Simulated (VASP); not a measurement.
A run of VASP 6.6.1:

Contents of INCAR:

```
SYSTEM = Zn
  PREC = Accurate
  ENCUT = 500
  EDIFF = 1E-6
  ISMEAR = -1
  SIGMA = 0.05
  LREAL = .FALSE.
  LASPH = .TRUE.
  NELM = 120
  ALGO = Normal
  ISIF = 2
  LWAVE = .FALSE.
  LCHARG = .FALSE.
  GGA = PE
  NBANDS = 12
  GGA_COMPAT = .FALSE.
```

File KPOINTS:

```
Automatic mesh
0
G
  10 10 10
  0 0 0
```

File POSCAR:

```
Zn
1.0
   -1.5663263686      1.5663263686      1.5663263686
    1.5663263686     -1.5663263686      1.5663263686
    1.5663263686      1.5663263686     -1.5663263686
Zn
1
Direct
    0.0000000000      0.0000000000      0.0000000000
```

Potentials or basis: VASP PAW PBE potentials, release 64 (Zn).

Run with:

```console
$ cat potpaw_PBE.64/Zn/POTCAR > POTCAR
$ mpirun -np 1 vasp_std > vasp.out
```

Hardware: 1 thread of Intel(R) Xeon(R) 6975P-C (Granite Rapids), with other jobs on the host.

**Question.** How long does it take, and how much memory?

**Answer.** It took 5.2 s on 1 thread of Intel(R) Xeon(R) 6975P-C (Granite Rapids), on a shared host, peak memory 0.12 GiB. Counts: scf iterations 10, k points 47.
